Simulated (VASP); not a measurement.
# TiSi2 (Cmcm) in VASP: single point with r2SCAN

Aim: the single point of TiSi2 with r2SCAN.

All numbers are computed with VASP 6.6.1; they aren't measurements. Logs are shortened: lines on timing, memory, paths and dates and some standing lists are left out, and cuts for length are marked.

### Step 1. The cell of the first run

It takes space group Cmcm (No. 63, orthorhombic). Conventional cell: a = 3.530 Å, b = 13.519 Å, c = 3.565 Å, α = 90.00°, β = 90.00°, γ = 90.00°. Within 3.6 Å of Ti (site symmetry m2m) lie 10 Si at 2.58 to 2.81 Å and 6 Ti at 3.31 to 3.57 Å. Within 3.2 Å of Si (site symmetry m2m) lie 6 Si at 2.38 to 3.15 Å and 6 Ti at 2.58 to 2.81 Å. Within 3.3 Å of Si (site symmetry m2m) lie 8 Si at 2.51 to 3.15 Å and 4 Ti at 2.66 to 2.67 Å.

### Step 2. Single point, r2SCAN

POSCAR

```
TiSi2
1.0
    1.7651050250     -6.7592815350      0.0000000000
    1.7651050250      6.7592815350      0.0000000000
    0.0000000000      0.0000000000      3.5651739700
Ti Si
2 4
Direct
    0.8968819200      0.1031180800      0.7500000000
    0.1031180800      0.8968819200      0.2500000000
    0.5582514500      0.4417485500      0.7500000000
    0.4417485500      0.5582514500      0.2500000000
    0.2496851800      0.7503148200      0.7500000000
    0.7503148200      0.2496851800      0.2500000000
```

INCAR.step1

```
  PREC = Accurate
  ENCUT = 520
  ISMEAR = 0
  SIGMA = 0.1
  LREAL = False
  LASPH = True
  NELM = 100
  NBANDS = 29
  GGA = PE
  ALGO = Normal
  EDIFF = 1E-4
  LWAVE = True
  LCHARG = False
```

INCAR.step2

```
  PREC = Accurate
  ENCUT = 520
  EDIFF = 1E-6
  ISMEAR = 0
  SIGMA = 0.1
  LREAL = False
  LASPH = True
  NELM = 100
  ALGO = Normal
  ISIF = 2
  LWAVE = False
  LCHARG = False
  METAGGA = R2SCAN
  LMIXTAU = True
  NBANDS = 29
  ISTART = 1
```

KPOINTS

```
regular mesh
0
Gamma
  6 6 6
```

Potentials or basis: VASP PAW PBE potentials, release 64 (Ti_sv, Si).

On the command line:

```sh
$ cat potpaw_PBE.64/Ti_sv/POTCAR potpaw_PBE.64/Si/POTCAR > POTCAR
$ cp INCAR.step1 INCAR
$ mpirun -np 1 vasp_std > vasp.out
$ cp INCAR.step2 INCAR
$ mpirun -np 1 vasp_std > vasp.out
```

OUTCAR:

```text
PREC = Accurate
   ENCUT = 520
   EDIFF = 1E-6
   ISMEAR = 0
   LREAL = False
   LASPH = True
   NELM = 100
   ISIF = 2
   METAGGA = R2SCAN
   ISTART = 1

 ion  position               nearest neighbor table
   1  0.897  0.103  0.750-   4 2.58   4 2.58   4 2.58   4 2.58   5 2.66   5 2.66   6 2.67   6 2.67
                             3 2.81   3 2.81
   2  0.103  0.897  0.250-   3 2.58   3 2.58   3 2.58   3 2.58   6 2.66   6 2.66   5 2.67   5 2.67
                             4 2.81   4 2.81
   3  0.558  0.442  0.750-   4 2.38   4 2.38   2 2.58   2 2.58   2 2.58   2 2.58   1 2.81   1 2.81
                             5 3.13   5 3.13
   4  0.442  0.558  0.250-   3 2.38   3 2.38   1 2.58   1 2.58   1 2.58   1 2.58   2 2.81   2 2.81
                             6 3.13   6 3.13
   5  0.250  0.750  0.750-   6 2.51   6 2.51   6 2.51   6 2.51   1 2.66   1 2.66   2 2.67   2 2.67
                             3 3.13   3 3.13
   6  0.750  0.250  0.250-   5 2.51   5 2.51   5 2.51   5 2.51   2 2.66   2 2.66   1 2.67   1 2.67
                             4 3.13   4 3.13

  LATTYP: Found a base centered orthorhombic cell.
 ALAT       =     3.5302100500
 B/A-ratio  =     3.8293934011
 C/A-ratio  =     1.0099042039

  Lattice vectors:

 A1 = (   1.7651050250,  -6.7592815350,   0.0000000000)
 A2 = (   1.7651050250,   6.7592815350,   0.0000000000)
 A3 = (   0.0000000000,   0.0000000000,   3.5651739700)

Analysis of symmetry for initial positions (statically):
=====================================================================
 Subroutine PRICEL returns:
 Original cell was already a primitive cell.

 Routine SETGRP: Setting up the symmetry group for a
 base centered orthorhombic supercell.

 Subroutine GETGRP returns: Found  8 space group operations
 (whereof  4 operations were pure point group operations)
 out of a pool of  8 trial point group operations.

The static configuration has the point symmetry C_2h.
 The point group associated with its full space group is D_2h.

Analysis of symmetry for dynamics (positions and initial velocities):
=====================================================================
 Subroutine PRICEL returns:
 Original cell was already a primitive cell.

 Routine SETGRP: Setting up the symmetry group for a
 base centered orthorhombic supercell.

 Subroutine GETGRP returns: Found  8 space group operations
 (whereof  4 operations were pure point group operations)
 out of a pool of  8 trial point group operations.

The dynamic configuration has the point symmetry C_2h.
 The point group associated with its full space group is D_2h.

 Subroutine INISYM returns: Found  8 space group operations
 (whereof  4 operations are pure point group operations),
 and found     1 'primitive' translations

----------------------------------------------------------------------------------------

                                     Primitive cell

  volume of cell :      85.0711

  direct lattice vectors                    reciprocal lattice vectors
     1.765105025 -6.759281535  0.000000000     0.283269263 -0.073972359  0.000000000
     1.765105025  6.759281535  0.000000000     0.283269263  0.073972359  0.000000000
     0.000000000  0.000000000  3.565173970     0.000000000  0.000000000  0.280491221

  length of vectors
     6.985948942  6.985948942  3.565173970     0.292768484  0.292768484  0.280491221

  position of ions in fractional coordinates (direct lattice)
     0.896881920  0.103118080  0.750000000
     0.103118080  0.896881920  0.250000000
     0.558251450  0.441748550  0.750000000
     0.441748550  0.558251450  0.250000000
     0.249685180  0.750314820  0.750000000
     0.750314820  0.249685180  0.250000000

  ion indices of the primitive-cell ions
   primitive index   ion index
                 1           1
                 2           2
                 3           3
                 4           4
                 5           5
                 6           6

----------------------------------------------------------------------------------------

 KPOINTS: regular mesh

Automatic generation of k-mesh.
 Grid dimensions read from file:
 generate k-points for:    6    6    6

 Generating k-lattice:

  Cartesian coordinates                     Fractional coordinates (reciprocal lattice)
     0.047211544 -0.012328726  0.000000000     0.166666667 -0.000000000  0.000000000
     0.047211544  0.012328726  0.000000000    -0.000000000  0.166666667  0.000000000
     0.000000000  0.000000000  0.046748537     0.000000000  0.000000000  0.166666667

  Length of vectors
     0.048794747  0.048794747  0.046748537

  Shift w.r.t. Gamma in fractional coordinates (k-lattice)
     0.000000000  0.000000000  0.000000000

 Subroutine IBZKPT returns following result:
 ===========================================

 Found     52 irreducible k-points:

 Following reciprocal coordinates:
            Coordinates               Weight
  0.000000  0.000000  0.000000      1.000000
  0.166667 -0.000000  0.000000      4.000000
  0.333333  0.000000  0.000000      4.000000
  0.500000 -0.000000  0.000000      2.000000
  0.166667  0.166667  0.000000      2.000000
  0.333333  0.166667  0.000000      4.000000
[... 16 lines left out ...]
  0.333333  0.333333  0.166667      4.000000
  0.500000  0.333333  0.166667      8.000000
 [... further k-points ...]
   k-points           NKPTS =     52   k-points in BZ     NKDIM =     52   number of bands    NBANDS=     29
   number of dos      NEDOS =    301   number of ions     NIONS =      6
   total plane-waves  NPLWV =  81648
   dimension x,y,z NGX =    54 NGY =   54 NGZ =   28
   dimension x,y,z NGXF=   108 NGYF=  108 NGZF=   56
   ions per type =               2   4
   NGX,Y,Z   is equivalent  to a cutoff of  12.85, 12.85, 13.06 a.u.
   NGXF,Y,Z  is equivalent  to a cutoff of  25.70, 25.70, 26.11 a.u.
 SYSTEM =  unknown system
   PREC   = accura    normal or accurate (medium, high low for compatibility)
   ISTART =      1    job   : 0-new  1-cont  2-samecut
   ICHARG =      0    charge: 1-file 2-atom 10-const
   ISPIN  =      1    spin polarized calculation?
   LNONCOLLINEAR =      F non collinear calculations
   LSORBIT =      F    spin-orbit coupling
   LASPH  =      T    aspherical Exc in radial PAW
   ENCUT  =  520.0 eV  38.22 Ry    6.18 a.u.  12.99 12.99  6.63*2*pi/ulx,y,z
   NELM   =    100;   NELMIN=  2; NELMDL=  0     # of ELM steps
   EDIFF  = 0.1E-05   stopping-criterion for ELM
   LREAL  =      F    real-space projection
   EDIFFG = 0.1E-04   stopping-criterion for IOM
   NSW    =      0    number of steps for IOM
   IBRION =     -1    ionic relax: 0-MD 1-quasi-New 2-CG
   NFREE  =      0    steps in history (QN), initial steepest desc. (CG)
   ISIF   =      2    stress and relaxation
   ISYM   =      2    0-nonsym 1-usesym 2-fastsym
   POTIM  = 0.5000    time-step for ionic-motion
   TEBEG  =    0.0;   TEEND  =   0.0 temperature during run
   PSTRESS=    0.0 pullay stress
   NELECT =      40.0000    total number of electrons
   NUPDOWN=      -1.0000    fix difference up-down
   EMIN   =  10.00;   EMAX   =-10.00  energy-range for DOS
   EFERMI =   0.00;   METHOD = LEGACY
   ISMEAR =     0;   SIGMA  =   0.10  broadening in eV -4-tet -1-fermi 0-gaus
   EFERMI_NEDOS =   21; number of points for ismear=-14 and -15
   IALGO  =     38    algorithm
   IMIX   =      4    mixing-type and parameters
     AMIX     =   0.40;   BMIX     =  1.00
     AMIX_MAG =   1.60;   BMIX_MAG =  1.00
  volume/ion in A,a.u.               =      14.18        95.68
  Fermi-wavevector in a.u.,A,eV,Ry     =   1.273017  2.405653 22.049227  1.620572
  Thomas-Fermi vector in A             =   2.405864
   LORBIT       =      0    0 simple, 1 ext, 2 COOP (PROOUT), +10 PAW based schemes
   METAGGA = R2SCAN    functional components
   LHFCALC =     F    Hartree Fock is set to
   AEXX    =    0.0000 exact exchange contribution
   IVDW    =     0    specifies the selected vdW correction
   LEPSILON=     F    determine dielectric tensor
   LRPA    =     F    only Hartree local field effects (RPA)
 non-spin polarized calculation
 Gauss-broadening in eV      SIGMA  =   0.10
  energy-cutoff  :      520.00
  volume of cell :       85.07
 maximum number of plane-waves:      2318
 NGX is ok and might be reduce to    54
   NGX = 25   NGY = 25   NGZ = 13

 number of electron      40.0000004 magnetization

 Free energy of the ion-electron system (eV)
  ---------------------------------------------------
  ext. energy  EPLUGINS =         0.00000000
  ---------------------------------------------------
  free energy    TOTEN  =       -64.26856380 eV

  energy without entropy =      -64.26003336  energy(sigma->0) =      -64.26429858

 E-fermi :  10.6121     XC(G=0): -12.4357

 val. band max:       10.5750286673   @ k =   0.5000   0.1667   0.0000
 cond. band min:      10.6492914452   @ k =   0.5000   0.3333   0.1667
 fundamental gap:      0.0742627779
 Fermi energy:        10.6121090594

 k-point     1 :       0.0000    0.0000    0.0000
  band No.  band energies     occupation
      1     -48.5978      2.00000
      2     -48.5879      2.00000
      3     -23.9193      2.00000
      4     -23.8693      2.00000
      5     -23.8578      2.00000
      6     -23.8552      2.00000
[... 21 lines left out ...]
     28      13.7463      0.00000
     29      13.9307      0.00000

 k-point     2 :       0.1667   -0.0000    0.0000
  band No.  band energies     occupation
      1     -48.5965      2.00000
      2     -48.5868      2.00000
      3     -23.9155      2.00000
      4     -23.8897      2.00000
      5     -23.8737      2.00000
      6     -23.8558      2.00000
[... 21 lines left out ...]
     28      13.8558      0.00000
     29      14.1067      0.00000

 k-point     3 :       0.3333    0.0000    0.0000
  band No.  band energies     occupation
      1     -48.5941      2.00000
      2     -48.5846      2.00000
      3     -23.9307      2.00000
      4     -23.9108      2.00000
      5     -23.9073      2.00000
      6     -23.8517      2.00000
[... 638 lines left out ...]
      5     -23.9019      2.00000
      6     -23.8720      2.00000
[... 21 lines left out ...]
     28      14.0009      0.00000
     29      14.6541      0.00000

 k-point    24 :       0.5000    0.3333    0.1667
  band No.  band energies     occupation
      1     -48.5948      2.00000
      2     -48.5866      2.00000
      3     -23.9081      2.00000
      4     -23.8869      2.00000
      5     -23.8770      2.00000
      6     -23.8723      2.00000
[... 21 lines left out ...]
     28      14.2091      0.00000
     29      14.5226      0.00000

 [... further k-points ...]

------------------------ aborting loop because EDIFF is reached ----------------------------------------

  FORCE on cell =-STRESS in cart. coord.  units (eV):
  Direction    XX          YY          ZZ          XY          YZ          ZX
  --------------------------------------------------------------------------------------
  -------------------------------------------------------------------------------------
  Total        0.1375665      0.1772576     -0.0594175      0.0000000      0.0000000      0.0000000
  in kB        2.5908448      3.3383639     -1.1190342      0.0000000      0.0000000      0.0000000
  external PRESSURE =       1.6033915 kB  Pullay stress =       0.0000000 kB

 VOLUME and BASIS-vectors are now :
 -----------------------------------------------------------------------------
  energy-cutoff  :      520.00
  volume of cell :       85.07
      direct lattice vectors                 reciprocal lattice vectors
     1.765105025 -6.759281535  0.000000000     0.283269263 -0.073972359  0.000000000
     1.765105025  6.759281535  0.000000000     0.283269263  0.073972359  0.000000000
     0.000000000  0.000000000  3.565173970     0.000000000  0.000000000  0.280491221

 POSITION                                       TOTAL-FORCE (eV/Angst)
 -----------------------------------------------------------------------------------
      1.76511     -5.36527      2.67388         0.000000     -0.015255     -0.000000
      1.76511      5.36527      0.89129         0.000000      0.015255      0.000000
      1.76511     -0.78748      2.67388         0.000000     -0.039735     -0.000000
      1.76511      0.78748      0.89129         0.000000      0.039735     -0.000000
      1.76511      3.38390      2.67388         0.000000      0.032367     -0.000000
      1.76511     -3.38390      0.89129         0.000000     -0.032367      0.000000
 -----------------------------------------------------------------------------------
    total drift:                                0.000000      0.000000      0.000000

  FREE ENERGIE OF THE ION-ELECTRON SYSTEM (eV)
  ---------------------------------------------------
  free  energy   TOTEN  =       -64.2685637993 eV

  energy  without entropy=      -64.2600333624  energy(sigma->0) =      -64.26429858
```

It took 16 min on 1 thread of Intel Xeon Platinum 8259CL at 2.50GHz (Skylake/Cascade Lake), shared host; peak memory 0.36 GiB.

Results:

| Item | Value |
| --- | --- |
| Free energy | -64.2686 eV |
| Pressure | 0.2 GPa |
| Largest force | 0.040 eV/Å |
| Band gap on the k mesh | zero (bands 20 and 21 overlap by 1.03 eV) |

Forces in eV/Å, atoms in the order of the input:
```
Ti   0.000 -0.015  0.000
Ti   0.000  0.015  0.000
Si   0.000 -0.040  0.000
Si   0.000  0.040  0.000
Si   0.000  0.032  0.000
Si   0.000 -0.032  0.000
```

Stress tensor (GPa, compression positive):
```
 0.26  0.00  0.00
 0.00  0.33  0.00
 0.00  0.00 -0.11
```

Levels at points of the mesh, in eV from the Fermi level:
| k point | band 18 | band 19 | band 20 | band 21 | band 22 | band 23 |
| --- | --- | --- | --- | --- | --- | --- |
| (0.00, 0.00, 0.00) | -2.23 | -2.20 | 0.47 | 0.85 | 0.89 | 0.96 |
| (0.50, 0.00, 0.00) | -1.59 | -0.66 | -0.64 | -0.57 | 1.29 | 1.62 |
| (0.50, 0.50, 0.00) | -2.17 | -1.22 | 0.38 | 0.69 | 0.78 | 0.95 |
| (0.00, 0.00, 0.50) | -1.71 | -0.07 | -0.07 | 0.87 | 0.87 | 1.51 |
| (0.50, 0.00, 0.50) | -3.50 | -2.64 | -2.64 | 1.93 | 1.93 | 2.15 |
| (0.50, 0.50, 0.50) | -2.22 | -0.95 | -0.95 | 0.57 | 0.57 | 1.89 |

Caveat: the PAW data sets were made with another functional, which shifts forces and pressure a little.

The gap in the log of VASP goes by the Fermi energy; the results here count the filled bands.